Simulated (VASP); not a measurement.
# TiS2 (P-3m1) in VASP: single point with HSE06

Aim: the single point of TiS2 with HSE06.

All numbers are computed with VASP 6.6.1; they aren't measurements. Logs are shortened: lines on timing, memory, paths and dates and some standing lists are left out, and cuts for length are marked.

## 1. The cell of the first run

Symmetry: P-3m1, No. 164, trigonal system. The conventional cell has a = 3.581 Å, b = 3.581 Å, c = 5.595 Å, α = 90.00°, β = 90.00°, γ = 120.00°. Ti (site symmetry -3m) has 6 S at 2.46 Å within 3.2 Å. S (site symmetry 3m) has 3 Ti at 2.46 Å within 3.2 Å.

## 2. Single point, HSE06 (epitaxial xy strain +5.0%)

The input, POSCAR:

```
TiS2
1.0
    3.5811316171      0.0000000000      0.0000000000
   -1.7905658085      3.1013509547      0.0000000000
    0.0000000000      0.0000000000      5.5949879006
Ti S
1 2
Direct
    0.0000000000      0.0000000000      0.0000000000
    0.3333333333      0.6666666667      0.2386109184
    0.6666666667      0.3333333333      0.7613890816
```

The input, INCAR.step1:

```
PREC     = Accurate       # precision mode
ENCUT    = 400            # plane-wave cutoff, eV
EDIFF    = 1E-5           # SCF threshold, eV
ISMEAR   = -1             # smearing method
SIGMA    = 0.02           # smearing width, eV
LREAL    = F              # projectors in reciprocal space
LASPH    = T              # aspherical terms in the spheres
NELM     = 120            # most SCF steps
ALGO     = Normal         # electronic algorithm
ISIF     = 2              # what is computed and relaxed
LWAVE    = T              # write WAVECAR
LCHARG   = F              # write CHGCAR
NBANDS   = 19             # bands
GGA      = PE             # functional
GGA_COMPAT= F
```

The input, INCAR.step2:

```
PREC     = Accurate       # precision mode
ENCUT    = 400            # plane-wave cutoff, eV
EDIFF    = 1E-6           # SCF threshold, eV
ISMEAR   = -1             # smearing method
SIGMA    = 0.02           # smearing width, eV
LREAL    = F              # projectors in reciprocal space
LASPH    = T              # aspherical terms in the spheres
NELM     = 120            # most SCF steps
ALGO     = Normal         # electronic algorithm
ISIF     = 2              # what is computed and relaxed
LWAVE    = F              # write WAVECAR
LCHARG   = F              # write CHGCAR
GGA      = PE             # functional
LHFCALC  = T              # exact exchange
HFSCREEN = 0.2079         # screening, 1/A
PRECFOCK = Normal       
NBANDS   = 19             # bands
ISTART   = 1            
GGA_COMPAT= F
```

The input, KPOINTS:

```
Automatic mesh
0
Gamma
  6 6 4
```

Potentials or basis: VASP PAW PBE potentials, release 64 (Ti_sv, S).

Started as:

```bash
> cat potpaw_PBE.64/Ti_sv/POTCAR potpaw_PBE.64/S/POTCAR > POTCAR
> cp INCAR.step1 INCAR
> mpirun -np 1 vasp_std > vasp.out
> cp INCAR.step2 INCAR
> mpirun -np 1 vasp_std > vasp.out
```

OUTCAR:

```text
PREC = Accurate
   ENCUT = 400
   EDIFF = 1E-6
   ISMEAR = -1
   LREAL = F
   LASPH = T
   NELM = 120
   ISIF = 2
   GGA = PE
   LHFCALC = T
   HFSCREEN = 0.2079
   PRECFOCK = Normal
   ISTART = 1

 ion  position               nearest neighbor table
   1  0.000  0.000  0.000-   2 2.46   3 2.46   2 2.46   3 2.46   3 2.46   2 2.46
   2  0.333  0.667  0.239-   1 2.46   1 2.46   1 2.46
   3  0.667  0.333  0.761-   1 2.46   1 2.46   1 2.46

  LATTYP: Found a hexagonal cell.
 ALAT       =     3.5811316171
 C/A-ratio  =     1.5623519320

  Lattice vectors:

 A1 = (   3.5811316171,   0.0000000000,   0.0000000000)
 A2 = (  -1.7905658085,   3.1013509547,   0.0000000000)
 A3 = (   0.0000000000,   0.0000000000,   5.5949879006)

Analysis of symmetry for initial positions (statically):
=====================================================================
 Subroutine PRICEL returns:
 Original cell was already a primitive cell.

 Routine SETGRP: Setting up the symmetry group for a
 hexagonal supercell.

 Subroutine GETGRP returns: Found 12 space group operations
 (whereof 12 operations were pure point group operations)
 out of a pool of 24 trial point group operations.

The static configuration has the point symmetry D_3d.

Analysis of symmetry for dynamics (positions and initial velocities):
=====================================================================
 Subroutine PRICEL returns:
 Original cell was already a primitive cell.

 Routine SETGRP: Setting up the symmetry group for a
 hexagonal supercell.

 Subroutine GETGRP returns: Found 12 space group operations
 (whereof 12 operations were pure point group operations)
 out of a pool of 24 trial point group operations.

The dynamic configuration has the point symmetry D_3d.

 Subroutine INISYM returns: Found 12 space group operations
 (whereof 12 operations are pure point group operations),
 and found     1 'primitive' translations

----------------------------------------------------------------------------------------

                                     Primitive cell

  volume of cell :      62.1399

  direct lattice vectors                    reciprocal lattice vectors
     3.581131617  0.000000000  0.000000000     0.279241342  0.161220064  0.000000000
    -1.790565809  3.101350955  0.000000000     0.000000000  0.322440128  0.000000000
     0.000000000  0.000000000  5.594987901     0.000000000  0.000000000  0.178731396

  length of vectors
     3.581131617  3.581131617  5.594987901     0.322440128  0.322440128  0.178731396

  position of ions in fractional coordinates (direct lattice)
     0.000000000  0.000000000  0.000000000
     0.333333333  0.666666667  0.238610918
     0.666666667  0.333333333  0.761389082

  ion indices of the primitive-cell ions
   primitive index   ion index
                 1           1
                 2           2
                 3           3

----------------------------------------------------------------------------------------

 KPOINTS: Automatic mesh

Automatic generation of k-mesh.
 Grid dimensions read from file:
 generate k-points for:    6    6    4

 Generating k-lattice:

  Cartesian coordinates                     Fractional coordinates (reciprocal lattice)
     0.046540224  0.026870011  0.000000000     0.166666667  0.000000000  0.000000000
     0.000000000  0.053740021  0.000000000     0.000000000  0.166666667  0.000000000
     0.000000000  0.000000000  0.044682849     0.000000000  0.000000000  0.250000000

  Length of vectors
     0.053740021  0.053740021  0.044682849

  Shift w.r.t. Gamma in fractional coordinates (k-lattice)
     0.000000000  0.000000000  0.000000000

 Subroutine IBZKPT returns following result:
 ===========================================

 Found     24 irreducible k-points:

 Following reciprocal coordinates:
            Coordinates               Weight
  0.000000  0.000000  0.000000      1.000000
  0.166667  0.000000  0.000000      6.000000
  0.333333 -0.000000  0.000000      6.000000
  0.500000 -0.000000  0.000000      3.000000
  0.166667  0.166667  0.000000      6.000000
  0.333333  0.166667  0.000000     12.000000
[... 16 lines left out ...]
  0.333333  0.166667  0.500000     12.000000
  0.333333  0.333333  0.500000      2.000000
   k-points           NKPTS =     24   k-points in BZ     NKDIM =    144   number of bands    NBANDS=     19
   number of dos      NEDOS =    301   number of ions     NIONS =      3
   total plane-waves  NPLWV =  20736
   dimension x,y,z NGX =    24 NGY =   24 NGZ =   36
   dimension x,y,z NGXF=    48 NGYF=   48 NGZF=   72
   ions per type =               1   2
   NGX,Y,Z   is equivalent  to a cutoff of  11.14, 11.14, 10.70 a.u.
   NGXF,Y,Z  is equivalent  to a cutoff of  22.28, 22.28, 21.39 a.u.
 SYSTEM =  unknown system
   PREC   = accura    normal or accurate (medium, high low for compatibility)
   ISTART =      1    job   : 0-new  1-cont  2-samecut
   ICHARG =      0    charge: 1-file 2-atom 10-const
   ISPIN  =      1    spin polarized calculation?
   LNONCOLLINEAR =      F non collinear calculations
   LSORBIT =      F    spin-orbit coupling
   LASPH  =      T    aspherical Exc in radial PAW
   ENCUT  =  400.0 eV  29.40 Ry    5.42 a.u.   5.84  5.84  9.12*2*pi/ulx,y,z
   NELM   =    120;   NELMIN=  2; NELMDL=  0     # of ELM steps
   EDIFF  = 0.1E-05   stopping-criterion for ELM
   LREAL  =      F    real-space projection
   EDIFFG = 0.1E-04   stopping-criterion for IOM
   NSW    =      0    number of steps for IOM
   IBRION =     -1    ionic relax: 0-MD 1-quasi-New 2-CG
   NFREE  =      0    steps in history (QN), initial steepest desc. (CG)
   ISIF   =      2    stress and relaxation
   ISYM   =      3    0-nonsym 1-usesym 2-fastsym
   POTIM  = 0.5000    time-step for ionic-motion
   TEBEG  =    0.0;   TEEND  =   0.0 temperature during run
   PSTRESS=    0.0 pullay stress
   NELECT =      24.0000    total number of electrons
   NUPDOWN=      -1.0000    fix difference up-down
   EMIN   =  10.00;   EMAX   =-10.00  energy-range for DOS
   EFERMI =   0.00;   METHOD = LEGACY
   ISMEAR =    -1;   SIGMA  =   0.02  broadening in eV -4-tet -1-fermi 0-gaus
   EFERMI_NEDOS =   21; number of points for ismear=-14 and -15
   IALGO  =     38    algorithm
   IMIX   =      1    mixing-type and parameters
     AMIX     =   0.40;   BMIX     =  1.00
     AMIX_MAG =   1.60;   BMIX_MAG =  1.00
  volume/ion in A,a.u.               =      20.71       139.78
  Fermi-wavevector in a.u.,A,eV,Ry     =   1.192217  2.252963 19.339051  1.421380
  Thomas-Fermi vector in A             =   2.328260
   LORBIT       =      0    0 simple, 1 ext, 2 COOP (PROOUT), +10 PAW based schemes
   GGA     = PE    functional components
   LHFCALC =     T    Hartree Fock is set to
   PRECFOCK=normal    Normal, Fast or Accurate (Low or Medium for compatibility)
   ENCUT4O =  -1.0   cutoff for four orbital integrals eV
   NKREDX  =     1    reduce k-point grid by
   NKREDY  =     1    reduce k-point grid by
   NKREDZ  =     1    reduce k-point grid by
   AEXX    =    0.2500 exact exchange contribution
   HFSCREEN=    0.2079 screening length (either q_TF or 0.3 A-1)
   HFSCREENC=   0.2079 screening length for correlation (either q_TF or 0.3 A-1)
   ENCUTFOCK=  -1.0 apply spherical cutoff to Coloumb kernel
   IVDW    =     0    specifies the selected vdW correction
   LEPSILON=     F    determine dielectric tensor
   LRPA    =     F    only Hartree local field effects (RPA)
 non-spin polarized calculation
  energy-cutoff  :      400.00
  volume of cell :       62.14
 maximum number of plane-waves:      1152
 NGX is ok and might be reduce to    24
  NGX = 18; NGY = 18; NGZ = 28

 number of electron      24.0000006 magnetization

 Free energy of the ion-electron system (eV)
  ---------------------------------------------------
  ext. energy  EPLUGINS =         0.00000000
  ---------------------------------------------------
  free energy    TOTEN  =       -24.05979698 eV

  energy without entropy =      -24.05979698  energy(sigma->0) =      -24.05979698

 E-fermi :   4.7571     XC(G=0):  -8.0428

 val. band max:        4.3809175504   @ k =   0.0000   0.0000   0.0000
 cond. band min:       5.1725380806   @ k =   0.5000  -0.0000   0.5000
 fundamental gap:      0.7916205302
 Fermi energy:         4.7571422135

 k-point     1 :       0.0000    0.0000    0.0000
  band No.  band energies     occupation
      1     -58.5963      2.00000
      2     -33.1702      2.00000
      3     -33.1009      2.00000
      4     -33.1009      2.00000
      5     -10.7344      2.00000
      6      -8.7986      2.00000
[... 11 lines left out ...]
     18      10.6361      0.00000
     19      11.4464      0.00000

 k-point     2 :       0.1667    0.0000    0.0000
  band No.  band energies     occupation
      1     -58.5948      2.00000
      2     -33.1666      2.00000
      3     -33.1247      2.00000
      4     -33.1066      2.00000
      5     -10.4345      2.00000
      6      -8.7932      2.00000
[... 11 lines left out ...]
     18      11.9155      0.00000
     19      12.6547      0.00000

 k-point     3 :       0.3333   -0.0000    0.0000
  band No.  band energies     occupation
      1     -58.5911      2.00000
      2     -33.1723      2.00000
      3     -33.1593      2.00000
      4     -33.1180      2.00000
      5      -9.7074      2.00000
      6      -8.8246      2.00000
[... 11 lines left out ...]
     18      11.9951      0.00000
     19      12.9843      0.00000

 k-point     4 :       0.5000   -0.0000    0.0000
  band No.  band energies     occupation
      1     -58.5894      2.00000
      2     -33.1959      2.00000
      3     -33.1557      2.00000
      4     -33.1237      2.00000
      5      -9.0722      2.00000
      6      -9.0478      2.00000
[... 407 lines left out ...]
     18      13.0277      0.00000
     19      13.5677      0.00000

 k-point    23 :       0.3333    0.1667    0.5000
  band No.  band energies     occupation
      1     -58.5892      2.00000
      2     -33.1835      2.00000
      3     -33.1557      2.00000
      4     -33.1359      2.00000
      5      -9.1278      2.00000
      6      -8.9769      2.00000
[... 11 lines left out ...]
     18      12.0767      0.00000
     19      12.8172      0.00000

 k-point    24 :       0.3333    0.3333    0.5000
  band No.  band energies     occupation
      1     -58.5881      2.00000
      2     -33.1670      2.00000
      3     -33.1670      2.00000
      4     -33.1541      2.00000
      5      -8.9337      2.00000
      6      -8.9337      2.00000
[... 11 lines left out ...]
     18      13.1487      0.00000
     19      13.1487      0.00000

------------------------ aborting loop because EDIFF is reached ----------------------------------------

  FORCE on cell =-STRESS in cart. coord.  units (eV):
  Direction    XX          YY          ZZ          XY          YZ          ZX
  --------------------------------------------------------------------------------------
  -------------------------------------------------------------------------------------
  Total       -3.1802504     -3.1802504      0.0840610     -0.0000000      0.0000000     -0.0000000
  in kB      -81.9976768    -81.9976768      2.1673785     -0.0000000      0.0000000     -0.0000000
  external PRESSURE =     -53.9426584 kB  Pullay stress =       0.0000000 kB

 VOLUME and BASIS-vectors are now :
 -----------------------------------------------------------------------------
  energy-cutoff  :      400.00
  volume of cell :       62.14
      direct lattice vectors                 reciprocal lattice vectors
     3.581131617  0.000000000  0.000000000     0.279241342  0.161220064  0.000000000
    -1.790565809  3.101350955  0.000000000     0.000000000  0.322440128  0.000000000
     0.000000000  0.000000000  5.594987901     0.000000000  0.000000000  0.178731396

 POSITION                                       TOTAL-FORCE (eV/Angst)
 -----------------------------------------------------------------------------------
      0.00000      0.00000      0.00000         0.000000      0.000000      0.000000
     -0.00000      2.06757      1.33503        -0.000000      0.000000     -0.210055
      1.79057      1.03378      4.25996         0.000000     -0.000000      0.210055
 -----------------------------------------------------------------------------------
    total drift:                                0.000000     -0.000000      0.000001

  FREE ENERGIE OF THE ION-ELECTRON SYSTEM (eV)
  ---------------------------------------------------
  free  energy   TOTEN  =       -24.0597969811 eV

  energy  without entropy=      -24.0597969810  energy(sigma->0) =      -24.05979698
```

It took 70 min on 1 thread of Intel Xeon Platinum 8259CL at 2.50GHz (Skylake/Cascade Lake), shared host; peak memory 0.27 GiB.

What came out:

| Property | Result |
| --- | --- |
| Free energy | -24.0598 eV |
| Pressure | -5.4 GPa |
| Largest force | 0.210 eV/Å |
| Band gap on the k mesh | 0.79 eV (least direct gap 0.93 eV) |

Forces in eV/Å, atoms in the order of the input:
```
Ti   0.000  0.000  0.000
S    0.000  0.000 -0.210
S    0.000  0.000  0.210
```

Levels at points of the mesh, in eV from the valence-band top:
```tsv
k point	band 8	band 9	band 10	band 11	band 12	band 13	band 14	band 15	band 16	band 17
(0.00, 0.00, 0.00)	-3.74	-3.74	-0.45	-0.45	0.00	0.93	0.93	1.88	3.96	3.96
(0.50, 0.00, 0.00)	-4.06	-3.31	-3.09	-2.78	-2.32	0.92	1.95	2.22	4.01	4.26
(0.00, 0.00, 0.50)	-3.70	-3.70	-2.27	-0.61	-0.61	0.92	0.92	2.23	4.25	4.25
(0.50, 0.00, 0.50)	-4.84	-3.49	-2.92	-2.03	-1.41	0.79	1.93	2.21	3.83	4.38
```

Caveat: the cell differs from its parent crystal (epitaxial xy strain +5.0%); the cell stands under tension; the PAW data sets were made with another functional, which shifts forces and pressure a little; this functional lacks dispersion, which binds the layers, so the pressure and a relaxed spacing across them are unreliable. A k mesh can miss the band edges.
